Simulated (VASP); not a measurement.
# TiO2 in VASP: a series of runs, part 2 of 2

VASP 6.6.1. Earlier steps stand in the parts before.

### 3 Single point, PBE+U (atoms shifted along a free coordinate)

Input file INCAR:

```
  PREC = Accurate
  ENCUT = 520
  EDIFF = 1E-6
  ISMEAR = 0
  SIGMA = 0.05
  LREAL = False
  LASPH = True
  NELM = 150
  ALGO = Normal
  ISIF = 2
  LWAVE = False
  LCHARG = False
  LMAXMIX = 4
  LDAU = True
  LDAUTYPE = 2
  LDAUL = 2 -1
  LDAUU = 4 0
  LDAUJ = 0 0
  LDAUPRINT = 1
  GGA = PE
  NBANDS = 33
```

Input file KPOINTS:

```
Automatic mesh
0
Gamma
  6 6 6
```

Input file POSCAR:

```
TiO2
1.0
    2.7418066933     -2.7418828846     -0.0204594682
    2.7418066933      2.7418828846     -0.0204594682
   -2.7046110895      0.0000000000      4.9872511229
Ti O
2 4
Direct
    0.1250069486      0.8749930514      0.2500000000
    0.8749930514      0.1250069486      0.7500000000
    0.3394254028      0.0894486781      0.6788605275
    0.6605745972      0.9105513219      0.3211394725
    0.9105513219      0.6605745972      0.8211394725
    0.0894486781      0.3394254028      0.1788605275
```

Potentials or basis: VASP PAW PBE potentials, release 64 (Ti_sv, O).

Run with:

```bash
> cat potpaw_PBE.64/Ti_sv/POTCAR potpaw_PBE.64/O/POTCAR > POTCAR
> mpirun -np 1 vasp_std > vasp.out
```

OUTCAR:

```text
PREC = Accurate
   ENCUT = 520
   EDIFF = 1E-6
   ISMEAR = 0
   LREAL = False
   LASPH = True
   NELM = 150
   ISIF = 2
   GGA = PE

 ion  position               nearest neighbor table
   1  0.125  0.875  0.250-   4 1.97   6 1.97   6 1.97   4 1.97   3 2.13   5 2.13
   2  0.875  0.125  0.750-   5 1.97   3 1.97   5 1.97   3 1.97   6 2.13   4 2.13
   3  0.339  0.089  0.679-   2 1.97   2 1.97   1 2.13
   4  0.661  0.911  0.321-   1 1.97   1 1.97   2 2.13
   5  0.911  0.661  0.821-   2 1.97   2 1.97   1 2.13
   6  0.089  0.339  0.179-   1 1.97   1 1.97   2 2.13

  LATTYP: Found a base centered monoclinic cell.
 ALAT       =     5.4837660538
 B/A-ratio  =     0.9999999481
 C/A-ratio  =     1.0345830160
 COS(beta)  =    -0.4832630161

  Lattice vectors:

 A1 = (   2.7418066933,  -2.7418828846,  -0.0204594682)
 A2 = (   2.7418066933,   2.7418828846,  -0.0204594682)
 A3 = (  -2.7046110895,   0.0000000000,   4.9872511229)

Analysis of symmetry for initial positions (statically):
=====================================================================
 Subroutine PRICEL returns:
 Original cell was already a primitive cell.

 Routine SETGRP: Setting up the symmetry group for a
 base centered monoclinic supercell.

 Subroutine GETGRP returns: Found  4 space group operations
 (whereof  2 operations were pure point group operations)
 out of a pool of  4 trial point group operations.

The static configuration has the point symmetry S_2 .
 The point group associated with its full space group is C_2h.

Analysis of symmetry for dynamics (positions and initial velocities):
=====================================================================
 Subroutine PRICEL returns:
 Original cell was already a primitive cell.

 Routine SETGRP: Setting up the symmetry group for a
 base centered monoclinic supercell.

 Subroutine GETGRP returns: Found  4 space group operations
 (whereof  2 operations were pure point group operations)
 out of a pool of  4 trial point group operations.

The dynamic configuration has the point symmetry S_2 .
 The point group associated with its full space group is C_2h.

 Subroutine INISYM returns: Found  4 space group operations
 (whereof  2 operations are pure point group operations),
 and found     1 'primitive' translations

----------------------------------------------------------------------------------------

                                     Primitive cell

  volume of cell :      74.6820

[... 163 lines left out ...]
  o =  0.0919  v =  0.0000  0.0000  0.0000  0.0000  0.0000  0.0075  1.0000  0.0000 -0.0000 -0.0000      0.0000  0.0000  0.0000  0.0000  0.0000  0.0000  0.0000  0.0000  0.0000  0.0000
  o =  0.0919  v =  0.0075  1.0000  0.0000 -0.0000 -0.0000  0.0000  0.0000  0.0000  0.0000  0.0000      0.0000  0.0000  0.0000  0.0000  0.0000  0.0000  0.0000  0.0000  0.0000  0.0000
  o =  0.1140  v =  0.0000  0.0000  0.0001 -0.0076  1.0000  0.0000  0.0000  0.0000  0.0000  0.0000      0.0000  0.0000  0.0000  0.0000  0.0000  0.0000  0.0000  0.0000  0.0000  0.0000
  o =  0.1140  v =  0.0000  0.0000  0.0000  0.0000  0.0000  0.0000  0.0000  0.0001 -0.0076  1.0000      0.0000  0.0000  0.0000  0.0000  0.0000  0.0000  0.0000  0.0000  0.0000  0.0000
  o =  0.2172  v =  0.0000 -0.0000  0.9999  0.0130  0.0000  0.0000  0.0000  0.0000  0.0000  0.0000      0.0000  0.0000  0.0000  0.0000  0.0000  0.0000  0.0000  0.0000  0.0000  0.0000
  o =  0.2172  v =  0.0000  0.0000  0.0000  0.0000  0.0000  0.0000 -0.0000  0.9999  0.0130  0.0000      0.0000  0.0000  0.0000  0.0000  0.0000  0.0000  0.0000  0.0000  0.0000  0.0000
  o =  0.2477  v = -1.0000  0.0075  0.0000 -0.0000 -0.0000  0.0000  0.0000  0.0000  0.0000  0.0000      0.0000  0.0000  0.0000  0.0000  0.0000  0.0000  0.0000  0.0000  0.0000  0.0000
  o =  0.2477  v =  0.0000  0.0000  0.0000  0.0000  0.0000 -1.0000  0.0075  0.0000 -0.0000 -0.0000      0.0000  0.0000  0.0000  0.0000  0.0000  0.0000  0.0000  0.0000  0.0000  0.0000

atom =   2  type =  1  l = 2

 onsite density matrix

spin component  1

  0.2477 -0.0012 -0.0000  0.0000  0.0000
 -0.0012  0.0919 -0.0000 -0.0000  0.0000
 -0.0000 -0.0000  0.2172  0.0016  0.0000
  0.0000 -0.0000  0.0016  0.0919 -0.0002
  0.0000  0.0000  0.0000 -0.0002  0.1140

spin component  2

  0.2477 -0.0012 -0.0000  0.0000  0.0000
 -0.0012  0.0919 -0.0000 -0.0000  0.0000
 -0.0000 -0.0000  0.2172  0.0016  0.0000
  0.0000 -0.0000  0.0016  0.0919 -0.0002
  0.0000  0.0000  0.0000 -0.0002  0.1140

 occupancies and eigenvectors

  o =  0.0919  v =  0.0000  0.0000 -0.0130  0.9999  0.0076  0.0000  0.0000  0.0000  0.0000  0.0000      0.0000  0.0000  0.0000  0.0000  0.0000  0.0000  0.0000  0.0000  0.0000  0.0000
  o =  0.0919  v =  0.0000  0.0000  0.0000  0.0000  0.0000  0.0000  0.0000 -0.0130  0.9999  0.0076      0.0000  0.0000  0.0000  0.0000  0.0000  0.0000  0.0000  0.0000  0.0000  0.0000
  o =  0.0919  v =  0.0000  0.0000  0.0000  0.0000  0.0000  0.0075  1.0000  0.0000 -0.0000 -0.0000      0.0000  0.0000  0.0000  0.0000  0.0000  0.0000  0.0000  0.0000  0.0000  0.0000
  o =  0.0919  v =  0.0075  1.0000  0.0000 -0.0000 -0.0000  0.0000  0.0000  0.0000  0.0000  0.0000      0.0000  0.0000  0.0000  0.0000  0.0000  0.0000  0.0000  0.0000  0.0000  0.0000
  o =  0.1140  v =  0.0000  0.0000  0.0001 -0.0076  1.0000  0.0000  0.0000  0.0000  0.0000  0.0000      0.0000  0.0000  0.0000  0.0000  0.0000  0.0000  0.0000  0.0000  0.0000  0.0000
  o =  0.1140  v =  0.0000  0.0000  0.0000  0.0000  0.0000  0.0000  0.0000  0.0001 -0.0076  1.0000      0.0000  0.0000  0.0000  0.0000  0.0000  0.0000  0.0000  0.0000  0.0000  0.0000
  o =  0.2172  v =  0.0000 -0.0000  0.9999  0.0130  0.0000  0.0000  0.0000  0.0000  0.0000  0.0000      0.0000  0.0000  0.0000  0.0000  0.0000  0.0000  0.0000  0.0000  0.0000  0.0000
  o =  0.2172  v =  0.0000  0.0000  0.0000  0.0000  0.0000  0.0000 -0.0000  0.9999  0.0130  0.0000      0.0000  0.0000  0.0000  0.0000  0.0000  0.0000  0.0000  0.0000  0.0000  0.0000
  o =  0.2477  v = -1.0000  0.0075  0.0000 -0.0000 -0.0000  0.0000  0.0000  0.0000  0.0000  0.0000      0.0000  0.0000  0.0000  0.0000  0.0000  0.0000  0.0000  0.0000  0.0000  0.0000
  o =  0.2477  v =  0.0000  0.0000  0.0000  0.0000  0.0000 -1.0000  0.0075  0.0000 -0.0000 -0.0000      0.0000  0.0000  0.0000  0.0000  0.0000  0.0000  0.0000  0.0000  0.0000  0.0000

 number of electron      48.0000003 magnetization

 Free energy of the ion-electron system (eV)
  ---------------------------------------------------
  ext. energy  EPLUGINS =         0.00000000
  ---------------------------------------------------
  free energy    TOTEN  =       -48.26645517 eV

  energy without entropy =      -48.26645517  energy(sigma->0) =      -48.26645517

 E-fermi :   3.3286     XC(G=0): -10.3255

 val. band max:        3.0274240837   @ k =   0.5000   0.5000  -0.0000
 cond. band min:       5.2444806186   @ k =   0.0000   0.0000   0.0000
 fundamental gap:      2.2170565350
 Fermi energy:         3.3286499632

 k-point     1 :       0.0000    0.0000    0.0000
  band No.  band energies     occupation
      1     -55.0196      2.00000
      2     -54.9865      2.00000
      3     -31.3138      2.00000
      4     -31.1307      2.00000
      5     -31.1307      2.00000
      6     -31.0903      2.00000
[... 853 lines left out ...]
     32       8.1861      0.00000
     33       8.4133      0.00000

 [... further k-points ...]
[... 5 lines left out ...]
  --------------------------------------------------------------------------------------
  -------------------------------------------------------------------------------------
  Total       -2.0097534     -2.0096475     -6.8864748      0.0000000      0.0000000     -0.0364956
  in kB      -43.1158955    -43.1136247   -147.7377931      0.0000000      0.0000000     -0.7829523
  external PRESSURE =     -77.9891044 kB  Pullay stress =       0.0000000 kB

 VOLUME and BASIS-vectors are now :
 -----------------------------------------------------------------------------
  energy-cutoff  :      520.00
  volume of cell :       74.68
      direct lattice vectors                 reciprocal lattice vectors
     2.741806693 -2.741882885 -0.020459468     0.183102468 -0.182356439  0.099297379
     2.741806693  2.741882885 -0.020459468     0.183102468  0.182356439  0.099297379
    -2.704611090  0.000000000  4.987251123     0.001502302  0.000000000  0.201325965

 POSITION                                       TOTAL-FORCE (eV/Angst)
 -----------------------------------------------------------------------------------
      2.06565      2.05637      1.22635        -0.000000      0.000121     -0.000000
      0.71335     -2.05637      3.71998         0.000000     -0.000121      0.000000
     -0.66016     -0.68541      3.37687        -0.007859     -0.000112     -1.061423
      3.43917      0.68541      1.56946         0.007859      0.000112      1.061423
      2.08686     -0.68541      4.06308         0.007859     -0.000112      1.061423
      0.69214      0.68541      0.88325        -0.007859      0.000112     -1.061423
 -----------------------------------------------------------------------------------
    total drift:                               -0.000000     -0.000000      0.000000

  FREE ENERGIE OF THE ION-ELECTRON SYSTEM (eV)
  ---------------------------------------------------
  free  energy   TOTEN  =       -48.2664551662 eV

  energy  without entropy=      -48.2664551662  energy(sigma->0) =      -48.26645517
```

It took 6.8 min on 1 thread of Intel Xeon 8259CL, shared host; peak memory 0.27 GiB.

Results:

```
Free energy            : -48.2665 eV
Pressure               : -7.8 GPa
Largest force          : 1.061 eV/Å
Band gap on the k mesh : 2.22 eV (least direct gap 2.72 eV)
```

Forces in eV/Å, atoms in the order of the input:
```
Ti   0.000  0.000  0.000
Ti   0.000  0.000  0.000
O   -0.008  0.000 -1.061
O    0.008  0.000  1.061
O    0.008  0.000  1.061
O   -0.008  0.000 -1.061
```

Eigenvalues of the final occupation matrices:
```csv
site,spin,trace,eigenvalues
site 1 d,1,0.76,0.09 0.09 0.11 0.22 0.25
site 1 d,2,0.76,0.09 0.09 0.11 0.22 0.25
site 2 d,1,0.76,0.09 0.09 0.11 0.22 0.25
site 2 d,2,0.76,0.09 0.09 0.11 0.22 0.25
```

Caveat: the cell differs from its parent crystal (atoms shifted along a free coordinate); the stress differs along the axes, from -15 to -4 GPa; forces of over 1 eV/Å act on the atoms, so gaps and moduli don't describe the material at rest. A k mesh can miss the band edges.

### 4 Single point, PBE+U (atoms shifted along a free coordinate)

Input file INCAR:

```
SYSTEM = TiO2
ALGO = Normal ; EDIFF = 1E-6
ENCUT = 520 ; GGA = PE
ISIF = 2 ; ISMEAR = 0
LASPH = .TRUE. ; LCHARG = .FALSE.
LDAU = .TRUE. ; LDAUJ = 0 0
LDAUL = 2 -1 ; LDAUPRINT = 1
LDAUTYPE = 2 ; LDAUU = 4 0
LMAXMIX = 4 ; LREAL = .FALSE.
LWAVE = .FALSE. ; NBANDS = 33
NELM = 150 ; PREC = Accurate
SIGMA = 0.05
```

Input file KPOINTS:

```
k-points
0
G
  6 6 6
  0 0 0
```

Input file POSCAR:

```
TiO2
1.0
    2.7418066933     -2.7418828846     -0.0204594682
    2.7418066933      2.7418828846     -0.0204594682
   -2.7046110895      0.0000000000      4.9872511229
Ti O
2 4
Direct
    0.1250069486      0.8749930514      0.2500000000
    0.8749930514      0.1250069486      0.7500000000
    0.3332902468      0.0833135221      0.6665902155
    0.6667097532      0.9166864779      0.3334097845
    0.9166864779      0.6667097532      0.8334097845
    0.0833135221      0.3332902468      0.1665902155
```

Potentials or basis: VASP PAW PBE potentials, release 64 (Ti_sv, O).

Run with:

```bash
> cat potpaw_PBE.64/Ti_sv/POTCAR potpaw_PBE.64/O/POTCAR > POTCAR
> mpirun -np 1 vasp_std > vasp.out
```

OUTCAR:

```text
SYSTEM = TiO2
   EDIFF = 1E-6
   ENCUT = 520
   GGA = PE
   ISIF = 2
   ISMEAR = 0
   LASPH = .TRUE.
   LREAL = .FALSE.
   NELM = 150
   PREC = Accurate

 ion  position               nearest neighbor table
   1  0.125  0.875  0.250-   4 1.98   6 1.98   6 1.98   4 1.98   3 2.07   5 2.07
   2  0.875  0.125  0.750-   5 1.98   3 1.98   5 1.98   3 1.98   6 2.07   4 2.07
   3  0.333  0.083  0.667-   2 1.98   2 1.98   1 2.07
   4  0.667  0.917  0.333-   1 1.98   1 1.98   2 2.07
   5  0.917  0.667  0.833-   2 1.98   2 1.98   1 2.07
[... 1147 lines left out ...]
  -------------------------------------------------------------------------------------
  Total       -2.1276426     -2.1273176     -4.3970243      0.0000000      0.0000000     -0.0179881
  in kB      -45.6450117    -45.6380387    -94.3307981      0.0000000      0.0000000     -0.3859038
  external PRESSURE =     -61.8712828 kB  Pullay stress =       0.0000000 kB

 VOLUME and BASIS-vectors are now :
 -----------------------------------------------------------------------------
  energy-cutoff  :      520.00
  volume of cell :       74.68
      direct lattice vectors                 reciprocal lattice vectors
     2.741806693 -2.741882885 -0.020459468     0.183102468 -0.182356439  0.099297379
     2.741806693  2.741882885 -0.020459468     0.183102468  0.182356439  0.099297379
    -2.704611090  0.000000000  4.987251123     0.001502302  0.000000000  0.201325965

 POSITION                                       TOTAL-FORCE (eV/Angst)
 -----------------------------------------------------------------------------------
      2.06565      2.05637      1.22635        -0.000000      0.000090     -0.000000
      0.71335     -2.05637      3.71998        -0.000000     -0.000090     -0.000000
     -0.66062     -0.68541      3.31593        -0.003628     -0.000134     -0.471578
      3.43962      0.68541      1.63040         0.003628      0.000134      0.471578
      2.08732     -0.68541      4.12403         0.003628     -0.000134      0.471578
      0.69169      0.68541      0.82230        -0.003628      0.000134     -0.471578
 -----------------------------------------------------------------------------------
    total drift:                               -0.000000     -0.000000      0.000000

  FREE ENERGIE OF THE ION-ELECTRON SYSTEM (eV)
  ---------------------------------------------------
  free  energy   TOTEN  =       -48.4571671062 eV

  energy  without entropy=      -48.4571671062  energy(sigma->0) =      -48.45716711
```

stdout:

```text
POSCAR found type information on POSCAR TiO
 POSCAR found :  2 types and       6 ions
 scaLAPACK will be used
 LDA part: xc-table for (Slater+PW92), standard interpolation
 POSCAR, INCAR and KPOINTS ok, starting setup
 FFT: planning ... GRIDC
 FFT: planning ... GRID_SOFT
 FFT: planning ... GRID
 WAVECAR not read
 entering main loop
```

It took 6.8 min on 1 thread of Intel Xeon 8259CL, shared host; peak memory 0.27 GiB.

Results:

```
Free energy            : -48.4572 eV
Pressure               : -6.2 GPa
Largest force          : 0.472 eV/Å
Band gap on the k mesh : 2.46 eV (least direct gap 2.79 eV)
```

Forces on the atoms (eV/Å):
```
Ti   0.000  0.000  0.000
Ti   0.000  0.000  0.000
O   -0.004  0.000 -0.472
O    0.004  0.000  0.472
O    0.004  0.000  0.472
O   -0.004  0.000 -0.472
```

Levels at points of the mesh, in eV from the valence-band top:
| k point | band 22 | band 23 | band 24 | band 25 | band 26 | band 27 |
| --- | --- | --- | --- | --- | --- | --- |
| (0.00, 0.00, 0.00) | -0.82 | -0.38 | -0.38 | 2.46 | 3.06 | 3.95 |
| (0.50, 0.00, 0.00) | -1.04 | -0.81 | -0.69 | 3.42 | 3.56 | 3.61 |
| (0.50, 0.50, 0.00) | -1.93 | 0.00 | 0.00 | 3.44 | 3.44 | 3.82 |
| (0.00, 0.00, 0.50) | -1.33 | -0.15 | -0.15 | 2.75 | 2.75 | 3.86 |
| (0.50, 0.00, 0.50) | -1.04 | -0.81 | -0.69 | 3.42 | 3.56 | 3.61 |
| (0.50, 0.50, 0.50) | -1.93 | 0.00 | 0.00 | 3.44 | 3.44 | 3.82 |

Eigenvalues of the final occupation matrices:
```
    site  spin  trace               eigenvalues
site 1 d     1   0.76  0.09 0.09 0.11 0.23 0.24
site 1 d     2   0.76  0.09 0.09 0.11 0.23 0.24
site 2 d     1   0.76  0.09 0.09 0.11 0.23 0.24
site 2 d     2   0.76  0.09 0.09 0.11 0.23 0.24
```

Caveat: the cell differs from its parent crystal (atoms shifted along a free coordinate); the cell stands under tension. A k mesh can miss the band edges.

### 5 The runs side by side

| cell | gap on the mesh (eV) | pressure (GPa) | largest force (eV/Å) |
| --- | --- | --- | --- |
| a = 3.858, b = 3.858, c = 5.644 Å, angles 110.0, 110.0, 90.0°, 6 atoms, atomic positions A | 2.38 | -4.4 | 0.75 |
| a = 3.878, b = 3.878, c = 5.673 Å, angles 110.0, 110.0, 90.0°, 6 atoms, atomic positions B | 2.22 | -7.8 | 1.06 |
| a = 3.878, b = 3.878, c = 5.673 Å, angles 110.0, 110.0, 90.0°, 6 atoms, atomic positions C | 2.46 | -6.2 | 0.47 |

Alike in all rows: task single point; level PBE+U; potentials or basis VASP PAW PBE potentials, release 64 (Ti_sv, O); no spin polarisation; Ti d U = 4.0 eV; k mesh 6 × 6 × 6; cutoff (eV) 520; smearing gaussian 0.05 eV.

Caveats: the stress differs along the axes, from -10 to -2 GPa (at least some runs); the stress differs along the axes, from -15 to -4 GPa (at least some runs); forces of over 1 eV/Å act on the atoms, so gaps and moduli don't describe the material at rest (at least some runs); the cell stands under tension (at least some runs).

Total energies depend on the potentials used, so only differences within one code and one set of settings carry meaning.
